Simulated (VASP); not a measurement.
# Au (Pm-3m) in VASP: a series of runs

Runs on Au. Level: BLYP. Tasks: single point.

All numbers are computed with VASP 6.6.1; they aren't measurements. Logs are shortened: lines on timing, memory, paths and dates and some standing lists are left out, and cuts for length are marked.

## Step 1: The cell of the first run

It takes space group Pm-3m (No. 221, cubic). The conventional cell has a = 2.698 Å, b = 2.698 Å, c = 2.698 Å, α = 90.00°, β = 90.00°, γ = 90.00°. Au (site symmetry m-3m) has 6 Au at 2.70 Å within 3.6 Å.

## Step 2: Single point, BLYP (volume scaled by 0.88)

File INCAR:

```
AGGAC = 1.0 ; AGGAX = 1.0
ALDAC = 0.0 ; ALDAX = 1.0
ALGO = Normal ; EDIFF = 1E-6
ENCUT = 520 ; GGA = B5
ISIF = 2 ; ISMEAR = -1
LASPH = True ; LCHARG = False
LREAL = False ; LWAVE = False
NBANDS = 12 ; NELM = 100
PREC = Accurate ; SIGMA = 0.1
```

File KPOINTS:

```
k-points
0
Gamma
  13 13 13
```

File POSCAR:

```
Au
1.0
    2.6984208741      0.0000000000      0.0000000000
    0.0000000000      2.6984208741      0.0000000000
    0.0000000000      0.0000000000      2.6984208741
Au
1
Direct
    0.0000000000      0.0000000000      0.0000000000
```

Potentials or basis: VASP PAW PBE potentials, release 64 (Au).

Started as:

```bash
> cat potpaw_PBE.64/Au/POTCAR > POTCAR
> mpirun -np 1 vasp_std > vasp.out
```

OUTCAR:

```text
EDIFF = 1E-6
   ENCUT = 520
   GGA = B5
   ISIF = 2
   ISMEAR = -1
   LASPH = True
   LREAL = False
   NELM = 100
   PREC = Accurate

 ion  position               nearest neighbor table
   1  0.000  0.000  0.000-

  LATTYP: Found a simple cubic cell.
 ALAT       =     2.6984208741

  Lattice vectors:

 A1 = (   2.6984208741,   0.0000000000,   0.0000000000)
 A2 = (   0.0000000000,   2.6984208741,   0.0000000000)
 A3 = (   0.0000000000,   0.0000000000,   2.6984208741)

Analysis of symmetry for initial positions (statically):
=====================================================================
 Subroutine PRICEL returns:
 Original cell was already a primitive cell.

 Routine SETGRP: Setting up the symmetry group for a
 simple cubic supercell.

 Subroutine GETGRP returns: Found 48 space group operations
 (whereof 48 operations were pure point group operations)
 out of a pool of 48 trial point group operations.

The static configuration has the point symmetry O_h .

Analysis of symmetry for dynamics (positions and initial velocities):
=====================================================================
 Subroutine PRICEL returns:
 Original cell was already a primitive cell.

 Routine SETGRP: Setting up the symmetry group for a
 simple cubic supercell.

 Subroutine GETGRP returns: Found 48 space group operations
 (whereof 48 operations were pure point group operations)
 out of a pool of 48 trial point group operations.

The dynamic configuration has the point symmetry O_h .

 Subroutine INISYM returns: Found 48 space group operations
 (whereof 48 operations are pure point group operations),
 and found     1 'primitive' translations

----------------------------------------------------------------------------------------

                                     Primitive cell

  volume of cell :      19.6485

  direct lattice vectors                    reciprocal lattice vectors
     2.698420874  0.000000000  0.000000000     0.370587112  0.000000000  0.000000000
     0.000000000  2.698420874  0.000000000     0.000000000  0.370587112  0.000000000
     0.000000000  0.000000000  2.698420874     0.000000000  0.000000000  0.370587112

  length of vectors
     2.698420874  2.698420874  2.698420874     0.370587112  0.370587112  0.370587112

  position of ions in fractional coordinates (direct lattice)
     0.000000000  0.000000000  0.000000000

  ion indices of the primitive-cell ions
   primitive index   ion index
                 1           1

----------------------------------------------------------------------------------------

 KPOINTS: k-points

Automatic generation of k-mesh.
 Grid dimensions read from file:
 generate k-points for:   13   13   13

 Generating k-lattice:

  Cartesian coordinates                     Fractional coordinates (reciprocal lattice)
     0.028506701  0.000000000  0.000000000     0.076923077  0.000000000  0.000000000
     0.000000000  0.028506701  0.000000000     0.000000000  0.076923077  0.000000000
     0.000000000  0.000000000  0.028506701     0.000000000  0.000000000  0.076923077

  Length of vectors
     0.028506701  0.028506701  0.028506701

  Shift w.r.t. Gamma in fractional coordinates (k-lattice)
     0.000000000  0.000000000  0.000000000

 Subroutine IBZKPT returns following result:
 ===========================================

 Found     84 irreducible k-points:

 Following reciprocal coordinates:
            Coordinates               Weight
  0.000000  0.000000  0.000000      1.000000
  0.076923  0.000000  0.000000      6.000000
  0.153846  0.000000  0.000000      6.000000
  0.230769  0.000000  0.000000      6.000000
  0.307692  0.000000  0.000000      6.000000
  0.384615  0.000000  0.000000      6.000000
[... 16 lines left out ...]
  0.307692  0.307692  0.000000     12.000000
  0.384615  0.307692  0.000000     24.000000
 [... further k-points ...]
   k-points           NKPTS =     84   k-points in BZ     NKDIM =     84   number of bands    NBANDS=     12
   number of dos      NEDOS =    301   number of ions     NIONS =      1
   total plane-waves  NPLWV =   8000
   dimension x,y,z NGX =    20 NGY =   20 NGZ =   20
   dimension x,y,z NGXF=    40 NGYF=   40 NGZF=   40
   ions per type =               1
   NGX,Y,Z   is equivalent  to a cutoff of  12.32, 12.32, 12.32 a.u.
   NGXF,Y,Z  is equivalent  to a cutoff of  24.64, 24.64, 24.64 a.u.
 SYSTEM =  unknown system
   PREC   = accura    normal or accurate (medium, high low for compatibility)
   ISTART =      0    job   : 0-new  1-cont  2-samecut
   ICHARG =      2    charge: 1-file 2-atom 10-const
   ISPIN  =      1    spin polarized calculation?
   LNONCOLLINEAR =      F non collinear calculations
   LSORBIT =      F    spin-orbit coupling
   LASPH  =      T    aspherical Exc in radial PAW
   ENCUT  =  520.0 eV  38.22 Ry    6.18 a.u.   5.02  5.02  5.02*2*pi/ulx,y,z
   NELM   =    100;   NELMIN=  2; NELMDL= -5     # of ELM steps
   EDIFF  = 0.1E-05   stopping-criterion for ELM
   LREAL  =      F    real-space projection
   EDIFFG = 0.1E-04   stopping-criterion for IOM
   NSW    =      0    number of steps for IOM
   IBRION =     -1    ionic relax: 0-MD 1-quasi-New 2-CG
   NFREE  =      0    steps in history (QN), initial steepest desc. (CG)
   ISIF   =      2    stress and relaxation
   ISYM   =      2    0-nonsym 1-usesym 2-fastsym
   POTIM  = 0.5000    time-step for ionic-motion
   TEBEG  =    0.0;   TEEND  =   0.0 temperature during run
   PSTRESS=    0.0 pullay stress
   NELECT =      11.0000    total number of electrons
   NUPDOWN=      -1.0000    fix difference up-down
   EMIN   =  10.00;   EMAX   =-10.00  energy-range for DOS
   EFERMI =   0.00;   METHOD = LEGACY
   ISMEAR =    -1;   SIGMA  =   0.10  broadening in eV -4-tet -1-fermi 0-gaus
   EFERMI_NEDOS =   21; number of points for ismear=-14 and -15
   IALGO  =     38    algorithm
   IMIX   =      4    mixing-type and parameters
     AMIX     =   0.40;   BMIX     =  1.00
     AMIX_MAG =   1.60;   BMIX_MAG =  1.00
  volume/ion in A,a.u.               =      19.65       132.59
  Fermi-wavevector in a.u.,A,eV,Ry     =   1.349261  2.549734 24.769486  1.820506
  Thomas-Fermi vector in A             =   2.476863
   LORBIT       =      0    0 simple, 1 ext, 2 COOP (PROOUT), +10 PAW based schemes
   GGA     = B5    functional components
   LHFCALC =     F    Hartree Fock is set to
   AEXX    =    0.0000 exact exchange contribution
   IVDW    =     0    specifies the selected vdW correction
   LEPSILON=     F    determine dielectric tensor
   LRPA    =     F    only Hartree local field effects (RPA)
 non-spin polarized calculation
  energy-cutoff  :      520.00
  volume of cell :       19.65
 maximum number of plane-waves:       540
   NGX = 11   NGY = 11   NGZ = 11

 number of electron      11.0000000 magnetization

 Free energy of the ion-electron system (eV)
  ---------------------------------------------------
  ext. energy  EPLUGINS =         0.00000000
  ---------------------------------------------------
  free energy    TOTEN  =        -2.31910945 eV

  energy without entropy =       -2.30876316  energy(sigma->0) =       -2.31393631

 E-fermi :   7.5326     XC(G=0): -11.1041

 val. band max:        7.4628320028   @ k =   0.4615   0.0769   0.0769
 cond. band min:       7.6993475437   @ k =   0.3846   0.2308   0.2308
 fundamental gap:      0.2365155408
 Fermi energy:         7.5325609950

 k-point     1 :       0.0000    0.0000    0.0000
  band No.  band energies     occupation
      1      -0.5769      2.00000
      2       1.5444      2.00000
      3       1.5444      2.00000
      4       6.1103      2.00000
      5       6.1103      2.00000
      6       6.1103      2.00000
      7      21.7199      0.00000
      8      21.7199      0.00000
      9      21.7199      0.00000
     10      27.3345      0.00000
     11      29.6064      0.00000
     12      29.6064      0.00000

 k-point     2 :       0.0769    0.0000    0.0000
  band No.  band energies     occupation
      1      -0.4271      2.00000
      2       1.5677      2.00000
      3       1.6673      2.00000
      4       6.0045      2.00000
      5       6.0045      2.00000
      6       6.1188      2.00000
      7      20.6109      0.00000
      8      21.9699      0.00000
      9      21.9699      0.00000
     10      27.9181      0.00000
     11      29.0042      0.00000
     12      30.3209      0.00000

 k-point     3 :       0.1538    0.0000    0.0000
  band No.  band energies     occupation
      1      -0.0270      2.00000
      2       1.6328      2.00000
      3       2.0648      2.00000
      4       5.7231      2.00000
      5       5.7231      2.00000
      6       6.1425      2.00000
      7      18.4625      0.00000
      8      22.6723      0.00000
      9      22.6723      0.00000
     10      27.7631      0.00000
     11      28.2777      0.00000
     12      32.6214      0.00000
[... 286 lines left out ...]
 k-point    23 :       0.3077    0.3077    0.0000
  band No.  band energies     occupation
      1       1.8827      2.00000
      2       2.7161      2.00000
      3       4.4594      2.00000
      4       5.1052      2.00000
      5       5.2031      2.00000
      6       5.7229      2.00000
      7      15.3385      0.00000
      8      17.3630      0.00000
      9      24.5066      0.00000
     10      28.2929      0.00000
     11      28.4351      0.00000
     12      30.9400      0.00000

 k-point    24 :       0.3846    0.3077    0.0000
  band No.  band energies     occupation
      1       2.0391      2.00000
      2       2.4536      2.00000
      3       4.8603      2.00000
      4       4.8784      2.00000
      5       5.2073      2.00000
      6       7.1801      1.94274
      7      13.5289      0.00000
      8      17.8932      0.00000
      9      23.0480      0.00000
     10      27.6706      0.00000
     11      29.7233      0.00000
     12      30.5825      0.00000

 [... further k-points ...]
[... 5 lines left out ...]
  --------------------------------------------------------------------------------------
  -------------------------------------------------------------------------------------
  Total        1.9468925      1.9468925      1.9468925      0.0000000      0.0000000      0.0000000
  in kB      158.7535699    158.7535699    158.7535699      0.0000000      0.0000000      0.0000000
  external PRESSURE =     158.7535699 kB  Pullay stress =       0.0000000 kB

 VOLUME and BASIS-vectors are now :
 -----------------------------------------------------------------------------
  energy-cutoff  :      520.00
  volume of cell :       19.65
      direct lattice vectors                 reciprocal lattice vectors
     2.698420874  0.000000000  0.000000000     0.370587112  0.000000000  0.000000000
     0.000000000  2.698420874  0.000000000     0.000000000  0.370587112  0.000000000
     0.000000000  0.000000000  2.698420874     0.000000000  0.000000000  0.370587112

 POSITION                                       TOTAL-FORCE (eV/Angst)
 -----------------------------------------------------------------------------------
      0.00000      0.00000      0.00000         0.000000      0.000000      0.000000
 -----------------------------------------------------------------------------------
    total drift:                                0.000000      0.000000      0.000000

  FREE ENERGIE OF THE ION-ELECTRON SYSTEM (eV)
  ---------------------------------------------------
  free  energy   TOTEN  =        -2.3191094491 eV

  energy  without entropy=       -2.3087631640  energy(sigma->0) =       -2.31393631
```

Run time: 15 s. Hardware: 1 thread of Intel Xeon 6975P-C, shared host; peak memory 0.14 GiB.

Results:

```yaml
Free_energy: -2.3191 eV
Pressure: 15.9 GPa
```

Caveat: the PAW data sets were made with another functional, which shifts forces and pressure a little; spin-orbit coupling is left out, which moves the levels of the heavy elements.

## Step 3: Single point, BLYP (volume scaled by 0.92)

File INCAR:

```
SYSTEM = Au
AGGAC = 1.0
AGGAX = 1.0
ALDAC = 0.0
ALDAX = 1.0
ALGO = Normal
EDIFF = 1E-6
ENCUT = 520
GGA = B5
ISIF = 2
ISMEAR = -1
LASPH = .TRUE.
LCHARG = .FALSE.
LREAL = .FALSE.
LWAVE = .FALSE.
NBANDS = 12
NELM = 80
PREC = Accurate
SIGMA = 0.1
```

File KPOINTS:

```
k-points
0
G
  13 13 13
  0 0 0
```

File POSCAR:

```
Au
1.0
    2.7387017512      0.0000000000      0.0000000000
    0.0000000000      2.7387017512      0.0000000000
    0.0000000000      0.0000000000      2.7387017512
Au
1
Direct
    0.0000000000      0.0000000000      0.0000000000
```

Potentials or basis: VASP PAW PBE potentials, release 64 (Au).

Started as:

```bash
> cat potpaw_PBE.64/Au/POTCAR > POTCAR
> mpirun -np 1 vasp_std > vasp.out
```

It took 13 s on 1 thread of Intel Xeon 6975P-C, shared host; peak memory 0.14 GiB.

It converged, with:

```yaml
Free_energy: -2.3890 eV
Pressure: 9.3 GPa
```

Levels at points of the mesh, in eV from the Fermi level:
```tsv
k point	band 4	band 5	band 6	band 7	band 8	band 9
(0.00, 0.00, 0.00)	-1.44	-1.44	-1.44	13.92	13.92	13.92
```

Caveat: the PAW data sets were made with another functional, which shifts forces and pressure a little; spin-orbit coupling is left out, which moves the levels of the heavy elements.

## Step 4: Single point, BLYP (volume scaled by 0.96)

File INCAR:

```
  AGGAC = 1.0
  AGGAX = 1.0
  ALDAC = 0.0
  ALDAX = 1.0
  ALGO = Normal
  EDIFF = 1E-6
  ENCUT = 520
  GGA = B5
  ISIF = 2
  ISMEAR = -1
  LASPH = T
  LCHARG = F
  LREAL = F
  LWAVE = F
  NBANDS = 12
  NELM = 80
  PREC = Accurate
  SIGMA = 0.1
```

File KPOINTS:

```
k-points
0
Gamma
  13 13 13
```

File POSCAR:

```
Au
1.0
    2.7778313485      0.0000000000      0.0000000000
    0.0000000000      2.7778313485      0.0000000000
    0.0000000000      0.0000000000      2.7778313485
Au
1
Direct
    0.0000000000      0.0000000000      0.0000000000
```

Started as:

```bash
> cat potpaw_PBE.64/Au/POTCAR > POTCAR
> mpirun -np 1 vasp_std > vasp.out
```

Wall time 17 s (1 thread of Intel Xeon 6975P-C, shared host); peak memory 0.15 GiB.

Results (log left out):

* Free energy: -2.4267 eV
* Pressure: 4.3 GPa

Levels at points of the mesh, in eV from the Fermi level:
| k point | band 2 | band 3 | band 4 | band 5 | band 6 | band 7 | band 8 | band 9 | band 10 | band 11 |
| --- | --- | --- | --- | --- | --- | --- | --- | --- | --- | --- |
| (0.00, 0.00, 0.00) | -5.42 | -5.42 | -1.46 | -1.46 | -1.46 | 13.66 | 13.66 | 13.66 | 18.85 | 21.02 |

Caveat: the PAW data sets were made with another functional, which shifts forces and pressure a little; spin-orbit coupling is left out, which moves the levels of the heavy elements.

## Step 5: Overview

| cell | gap on the mesh (eV) | pressure (GPa) |
| --- | --- | --- |
| a = 2.698 Å, 1 atom | none | 15.9 |
| a = 2.739 Å, 1 atom | none | 9.3 |
| a = 2.778 Å, 1 atom | none | 4.3 |

Alike in all rows: task single point; level BLYP; potentials or basis VASP PAW PBE potentials, release 64 (Au); no spin polarisation; k mesh 13 × 13 × 13; cutoff (eV) 520; smearing fermi-dirac 0.1 eV.

Caveats: the PAW data sets were made with another functional, which shifts forces and pressure a little; spin-orbit coupling is left out, which moves the levels of the heavy elements.

Absolute energies hang on the potentials; compare differences alone.
